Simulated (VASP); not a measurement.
Wanted: the native input for a VASP 6.6.1 run.

```
Task                   : single point
Functional             : BLYP
Potentials or basis    : VASP PAW PBE potentials, release 64 (Ni, Al)
Cutoff                 : 520 eV
k mesh                 : 8 × 8 × 8
Occupations            : fermi-dirac, width 0.05 eV
Spin                   : collinear spin, ferromagnetic start
Starting moments       : [1.0, 1.0, 1.0, 0.0] μB
Dipole correction      : no
Further INCAR settings : ALGO = Fast; EDIFF = 1e-06; NBANDS = 28
```

The structure of AlNi3 lies in POSCAR:

```
AlNi3
1.0
    3.6143911176      0.0000000000      0.0000000000
    0.0000000000      3.6143911176      0.0000000000
    0.0000000000      0.0000000000      3.6143911176
Ni Al
3 1
Direct
    0.5000000000      0.5000000000      0.0000000000
    0.5000000000      0.0000000000      0.5000000000
    0.0000000000      0.5000000000      0.5000000000
    0.0000000000      0.0000000000      0.0000000000
```

These files were run (other wordings do the same):

INCAR

```
SYSTEM = AlNi3
PREC = Accurate ; ENCUT = 520
EDIFF = 1E-6 ; ISMEAR = -1
SIGMA = 0.05 ; LREAL = .False.
LASPH = .True. ; NELM = 150
ALGO = Fast ; ISIF = 2
LWAVE = .False. ; LCHARG = .False.
ISPIN = 2 ; MAGMOM = 1 1 1 0
LORBIT = 11 ; LMAXMIX = 4
GGA = B5 ; ALDAX = 1.0
AGGAX = 1.0 ; AGGAC = 1.0
ALDAC = 0.0 ; NBANDS = 28
```

KPOINTS

```
regular mesh
0
Gamma
  8 8 8
  0 0 0
```

Potentials or basis: VASP PAW PBE potentials, release 64 (Ni, Al).

The run is started by

```console
$ cat potpaw_PBE.64/Ni/POTCAR potpaw_PBE.64/Al/POTCAR > POTCAR
$ mpirun -np 1 vasp_std > vasp.out
```

It gave:

| Item | Value |
| --- | --- |
| Pressure | 0.2 GPa |
| Net moment | 0.67 μB per cell |
| Site moments | Ni +0.24; Al -0.01 μB |
| Valence electrons inside the program's atomic spheres | Ni 9.36; Al 0.77 |

Caveat: the PAW data sets were made with another functional, which shifts forces and pressure a little.

Wall time 3 min on 1 thread of Intel Xeon 8259CL (shared host), peak memory 0.21 GiB.
